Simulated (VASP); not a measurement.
# NiO (Fm-3m) in VASP: notebook

The runs below take NiO through single point, relaxation of cell and atoms, elastic constants, with r2SCAN+D4+U, PBE+U, PBE+D3(BJ)+U, PBEsol+U.

Program: VASP 6.6.1. These are calculated values, not measurements. Logs are shortened: lines on timing, memory, paths and dates and some standing lists are left out, and cuts for length are marked.

## 1. The cell of the first run

Symmetry: Fm-3m, No. 225, cubic system. Conventional cell: a = 4.172 Å, b = 4.172 Å, c = 4.172 Å, α = 90.00°, β = 90.00°, γ = 90.00°. Ni (site symmetry m-3m) has 6 O at 2.09 Å within 2.8 Å. Within 2.8 Å of O (site symmetry m-3m) lie 6 Ni at 2.09 Å.

## 2. Single point, r2SCAN+D4+U, collinear spin, ferromagnetic start

Contents of POSCAR:

```
NiO
1.0
    0.0000000000      2.0859016414      2.0859016414
    2.0859016414      0.0000000000      2.0859016414
    2.0859016414      2.0859016414      0.0000000000
Ni O
1 1
Direct
    0.0000000000      0.0000000000      0.0000000000
    0.5000000000      0.5000000000      0.5000000000
```

Contents of INCAR.step1:

```
PREC     = Accurate       # precision mode
ENCUT    = 520            # plane-wave cutoff, eV
ISMEAR   = -1             # smearing method
SIGMA    = 0.1            # smearing width, eV
LREAL    = False          # projectors in reciprocal space
LASPH    = True           # aspherical terms in the spheres
NELM     = 150            # most SCF steps
ISPIN    = 2              # spin polarisation
MAGMOM   = 1 0            # initial moments
LMAXMIX  = 4              # l up to which the mixer works
LDAU     = True           # DFT+U
LDAUTYPE = 2            
LDAUL    = 2 -1           # shell
LDAUU    = 5 0            # U, eV
LDAUJ    = 0 0          
NBANDS   = 19             # bands
GGA      = PE             # functional
ALGO     = Normal         # electronic algorithm
EDIFF    = 1E-4           # SCF threshold, eV
LWAVE    = True           # write WAVECAR
LCHARG   = False          # write CHGCAR
```

Contents of INCAR.step2:

```
PREC     = Accurate       # precision mode
ENCUT    = 520            # plane-wave cutoff, eV
EDIFF    = 1E-6           # SCF threshold, eV
ISMEAR   = -1             # smearing method
SIGMA    = 0.1            # smearing width, eV
LREAL    = False          # projectors in reciprocal space
LASPH    = True           # aspherical terms in the spheres
NELM     = 150            # most SCF steps
ALGO     = Normal         # electronic algorithm
ISIF     = 2              # what is computed and relaxed
LWAVE    = False          # write WAVECAR
LCHARG   = True           # write CHGCAR
ISPIN    = 2              # spin polarisation
MAGMOM   = 1 0            # initial moments
LORBIT   = 11             # projections on sites
LMAXMIX  = 4              # l up to which the mixer works
LDAU     = True           # DFT+U
LDAUTYPE = 2            
LDAUL    = 2 -1           # shell
LDAUU    = 5 0            # U, eV
LDAUJ    = 0 0          
LDAUPRINT= 1            
METAGGA  = R2SCAN         # meta-GGA
LMIXTAU  = True         
IVDW     = 13             # dispersion correction
VDW_S6   = 1.0          
VDW_S8   = 0.6018749    
VDW_A1   = 0.51559235   
VDW_A2   = 5.77342911   
LELF     = True           # ELF
LVHAR    = True         
NBANDS   = 19             # bands
ISTART   = 1
```

Contents of KPOINTS:

```
Automatic mesh
0
Gamma
  11 11 11
```

Potentials or basis: VASP PAW PBE potentials, release 64 (Ni, O).

The run is started by

```
> cat potpaw_PBE.64/Ni/POTCAR potpaw_PBE.64/O/POTCAR > POTCAR
> cp INCAR.step1 INCAR
> mpirun -np 1 vasp_std > vasp.out
> cp INCAR.step2 INCAR
> mpirun -np 1 vasp_std > vasp.out
```

OUTCAR:

```text
PREC = Accurate
   ENCUT = 520
   EDIFF = 1E-6
   ISMEAR = -1
   LREAL = False
   LASPH = True
   NELM = 150
   ISIF = 2
   ISPIN = 2
   LORBIT = 11
   METAGGA = R2SCAN
   IVDW = 13
   ISTART = 1

 ion  position               nearest neighbor table
   1  0.000  0.000  0.000-   2 2.09   2 2.09   2 2.09   2 2.09   2 2.09   2 2.09
   2  0.500  0.500  0.500-   1 2.09   1 2.09   1 2.09   1 2.09   1 2.09   1 2.09

  LATTYP: Found a face centered cubic cell.
 ALAT       =     4.1718032828

  Lattice vectors:

 A1 = (   0.0000000000,   2.0859016414,   2.0859016414)
 A2 = (   2.0859016414,   0.0000000000,   2.0859016414)
 A3 = (   2.0859016414,   2.0859016414,   0.0000000000)

Analysis of symmetry for initial positions (statically):
=====================================================================
 Subroutine PRICEL returns:
 Original cell was already a primitive cell.

 Routine SETGRP: Setting up the symmetry group for a
 face centered cubic supercell.

 Subroutine GETGRP returns: Found 48 space group operations
 (whereof 48 operations were pure point group operations)
 out of a pool of 48 trial point group operations.

The static configuration has the point symmetry O_h .

Analysis of symmetry for dynamics (positions and initial velocities):
=====================================================================
 Subroutine PRICEL returns:
 Original cell was already a primitive cell.

 Routine SETGRP: Setting up the symmetry group for a
 face centered cubic supercell.

 Subroutine GETGRP returns: Found 48 space group operations
 (whereof 48 operations were pure point group operations)
 out of a pool of 48 trial point group operations.

The dynamic configuration has the point symmetry O_h .

Analysis of structural, dynamic, and magnetic symmetry:
=====================================================================
 Subroutine PRICEL returns:
 Original cell was already a primitive cell.

 Routine SETGRP: Setting up the symmetry group for a
 face centered cubic supercell.

 Subroutine GETGRP returns: Found 48 space group operations
 (whereof 48 operations were pure point group operations)
 out of a pool of 48 trial point group operations.

The overall configuration has the point symmetry O_h .

 Subroutine INISYM returns: Found 48 space group operations
 (whereof 48 operations are pure point group operations),
 and found     1 'primitive' translations

----------------------------------------------------------------------------------------

                                     Primitive cell

  volume of cell :      18.1515

  direct lattice vectors                    reciprocal lattice vectors
     0.000000000  2.085901641  2.085901641    -0.239704495  0.239704495  0.239704495
     2.085901641  0.000000000  2.085901641     0.239704495 -0.239704495  0.239704495
     2.085901641  2.085901641  0.000000000     0.239704495  0.239704495 -0.239704495

  length of vectors
     2.949910391  2.949910391  2.949910391     0.415180364  0.415180364  0.415180364

  position of ions in fractional coordinates (direct lattice)
     0.000000000  0.000000000  0.000000000
     0.500000000  0.500000000  0.500000000

  ion indices of the primitive-cell ions
   primitive index   ion index
                 1           1
                 2           2

----------------------------------------------------------------------------------------

 KPOINTS: Automatic mesh

Automatic generation of k-mesh.
 Grid dimensions read from file:
 generate k-points for:   11   11   11

 Generating k-lattice:

  Cartesian coordinates                     Fractional coordinates (reciprocal lattice)
[... 53 lines left out ...]
   ICHARG =      0    charge: 1-file 2-atom 10-const
   ISPIN  =      2    spin polarized calculation?
   LNONCOLLINEAR =      F non collinear calculations
   LSORBIT =      F    spin-orbit coupling
   LASPH  =      T    aspherical Exc in radial PAW
   ENCUT  =  520.0 eV  38.22 Ry    6.18 a.u.   5.48  5.48  5.48*2*pi/ulx,y,z
   NELM   =    150;   NELMIN=  2; NELMDL=  0     # of ELM steps
[... 45 lines left out ...]
  o =  0.9812  v =  0.0000  0.0000  0.0000  0.0000  0.0000  1.0000  0.0000  0.0000  0.0000  0.0000      0.0000  0.0000  0.0000  0.0000  0.0000  0.0000  0.0000  0.0000  0.0000  0.0000
  o =  0.9812  v =  0.0000  0.0000  0.0000  0.0000  0.0000  0.0000  0.2210  0.0000 -0.9753 -0.0000      0.0000  0.0000  0.0000  0.0000  0.0000  0.0000  0.0000  0.0000  0.0000  0.0000
  o =  0.9824  v =  0.0000 -0.0147 -0.0000  0.9999 -0.0000  0.0000  0.0000  0.0000  0.0000  0.0000      0.0000  0.0000  0.0000  0.0000  0.0000  0.0000  0.0000  0.0000  0.0000  0.0000
  o =  0.9824  v =  1.0000  0.0000  0.0000  0.0000  0.0000  0.0000  0.0000  0.0000  0.0000  0.0000      0.0000  0.0000  0.0000  0.0000  0.0000  0.0000  0.0000  0.0000  0.0000  0.0000
  o =  0.9824  v =  0.0000  0.9999 -0.0000  0.0147  0.0000  0.0000  0.0000  0.0000  0.0000  0.0000      0.0000  0.0000  0.0000  0.0000  0.0000  0.0000  0.0000  0.0000  0.0000  0.0000
  o =  1.0346  v =  0.0000 -0.0000  0.0139  0.0000  0.9999  0.0000  0.0000  0.0000  0.0000  0.0000      0.0000  0.0000  0.0000  0.0000  0.0000  0.0000  0.0000  0.0000  0.0000  0.0000
  o =  1.0346  v =  0.0000 -0.0000 -0.9999 -0.0000  0.0139  0.0000  0.0000  0.0000  0.0000  0.0000      0.0000  0.0000  0.0000  0.0000  0.0000  0.0000  0.0000  0.0000  0.0000  0.0000

 number of electron      16.0000001 magnetization       2.0000000

 Free energy of the ion-electron system (eV)
  ---------------------------------------------------
  ext. energy  EPLUGINS =         0.00000000
  ---------------------------------------------------
  free energy    TOTEN  =       -19.20651377 eV

  energy without entropy =      -19.20651376  energy(sigma->0) =      -19.20651377

 E-fermi :   8.3913     XC(G=0): -13.4170

 val. band max:        6.6094989079   @ k =   0.4545   0.0000   0.0000
 cond. band min:       9.8731004564   @ k =   0.0000   0.0000   0.0000
 fundamental gap:      3.2636015485
 Fermi energy:         8.3913372472

 spin component 1

 k-point     1 :       0.0000    0.0000    0.0000
  band No.  band energies     occupation
      1     -13.3067      1.00000
      2       0.6018      1.00000
      3       0.6020      1.00000
      4       1.8753      1.00000
      5       1.8754      1.00000
      6       1.8754      1.00000
[... 1049 lines left out ...]
     18      40.0453      0.00000
     19      40.9058      0.00000

 [... further k-points ...]

------------------------ aborting loop because EDIFF is reached ----------------------------------------

  DFT-D4 for vdW energy calculation

  Edisp (eV):   -0.23473

  FORCE on cell =-STRESS in cart. coord.  units (eV):
  Direction    XX          YY          ZZ          XY          YZ          ZX
  --------------------------------------------------------------------------------------
  -------------------------------------------------------------------------------------
  Total      -0.23355    -0.23355    -0.23355     0.00000    -0.00000     0.00000
  in kB     -20.61496   -20.61496   -20.61496     0.00000    -0.00000     0.00000
  external pressure =      -20.61 kB  Pullay stress =        0.00 kB

 VOLUME and BASIS-vectors are now :
 -----------------------------------------------------------------------------
  energy-cutoff  :      520.00
  volume of cell :       18.15
      direct lattice vectors                 reciprocal lattice vectors
     0.000000000  2.085901641  2.085901641    -0.239704495  0.239704495  0.239704495
     2.085901641  0.000000000  2.085901641     0.239704495 -0.239704495  0.239704495
     2.085901641  2.085901641  0.000000000     0.239704495  0.239704495 -0.239704495

 POSITION                                       TOTAL-FORCE (eV/Angst)
 -----------------------------------------------------------------------------------
      0.00000      0.00000      0.00000         0.000000      0.000000      0.000000
      2.08590      2.08590      2.08590        -0.000000      0.000000      0.000000
 -----------------------------------------------------------------------------------
    total drift:                                0.000000     -0.000000     -0.000000

  FREE ENERGIE OF THE ION-ELECTRON SYSTEM (eV)
  ---------------------------------------------------
  free  energy   TOTEN  =       -19.4412391149 eV

  energy  without entropy=      -19.4412391111  energy(sigma->0) =      -19.44123911

 total charge

# of ion       s       p       d       tot
------------------------------------------
    1        0.343   0.433   8.185   8.961
    2        1.552   3.525   0.000   5.077
--------------------------------------------------
tot          1.895   3.958   8.185  14.037

 magnetization (x)

# of ion       s       p       d       tot
------------------------------------------
    1        0.014   0.013   1.820   1.847
    2        0.018   0.138   0.000   0.156
--------------------------------------------------
tot          0.032   0.151   1.820   2.002
```

It took 50 s on 1 thread of Intel Xeon 6975P-C (Granite Rapids), shared host; peak memory 0.18 GiB.

Results:

```yaml
Free_energy: -19.4412 eV
Pressure: -2.1 GPa
Band_gap_on_the_k_mesh: 3.26 eV (least direct gap 4.12 eV)
Net_moment: 2.00 μB per cell
Site_moments: Ni +1.85; O +0.16 μB
Valence_electrons_inside_the_program's_atomic_spheres: Ni 8.96; O 5.08
Dispersion_energy_per_atom: -0.117 eV
```

Eigenvalues of the final occupation matrices:
| site | spin | trace | eigenvalues |
| --- | --- | --- | --- |
| site 1 d | 1 | 5.02 | 0.98 0.98 0.98 1.03 1.03 |
| site 1 d | 2 | 3.19 | 0.13 0.13 0.98 0.98 0.98 |

Caveat: the PAW data sets were made with another functional, which shifts forces and pressure a little; an odd mesh through Γ misses points on the zone boundary, where band edges can lie; a cell with one magnetic atom can't hold antiferromagnetic order, which such compounds often take.

[end of part 1 of 2]
